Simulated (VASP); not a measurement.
The system is ZrB2.

```
CELL_PARAMETERS angstrom
6.48430 0.00000 0.00000
0.00000 6.48430 0.00000
0.00000 0.00000 2.44944
ATOMIC_POSITIONS crystal
Zr 0.50000 0.50000 0.00000
Zr 0.00000 0.00000 0.50000
B 0.25000 0.75000 0.75000
B 0.75000 0.25000 0.75000
B 0.75000 0.75000 0.25000
B 0.25000 0.25000 0.25000
```

The cell was generated, and may not be a known phase.

```yaml
Program: VASP 6.6.1
Task: relaxation of cell and atoms
Functional: PBE
Potentials_or_basis: VASP PAW PBE potentials, release 64 (Zr_sv, B)
Cutoff: 600 eV
k_mesh: 4 × 4 × 8
Occupations: gaussian, width 0.1 eV
Spin: no spin polarisation
```

At the start: pressure 2.6 GPa; volume 17.16 Å³/atom.

Problem. How do energy, volume and symmetry change on relaxing?

Solution. Over 6 steps the energy falls by 26.4 meV/atom and the volume is 17.80 Å³/atom (+3.7 %); space group P4_2/nnm (No. 134, to 0.1 Å) before and after.

The path:
```csv
step,energy change (eV),largest force (eV/Å),pressure (GPa),volume (Å³)
1,0.0000,0.0000,2.57,102.99
2,-0.1110,0.0000,-0.49,107.11
3,-0.1242,0.0000,-1.81,109.22
4,-0.1570,0.0000,-0.35,107.39
5,-0.1570,0.0000,-0.39,107.46
6,-0.1582,0.0000,-0.01,106.82
```

Final structure:
```
Zr B
1.0
     6.39471    0.00000    0.00000
     0.00000    6.39471    0.00000
     0.00000    0.00000    2.61211
Zr B
2 4
Direct
  0.50000 0.50000 0.00000
  0.00000 0.00000 0.50000
  0.25000 0.75000 0.75000
  0.75000 0.25000 0.75000
  0.75000 0.75000 0.25000
  0.25000 0.25000 0.25000
```
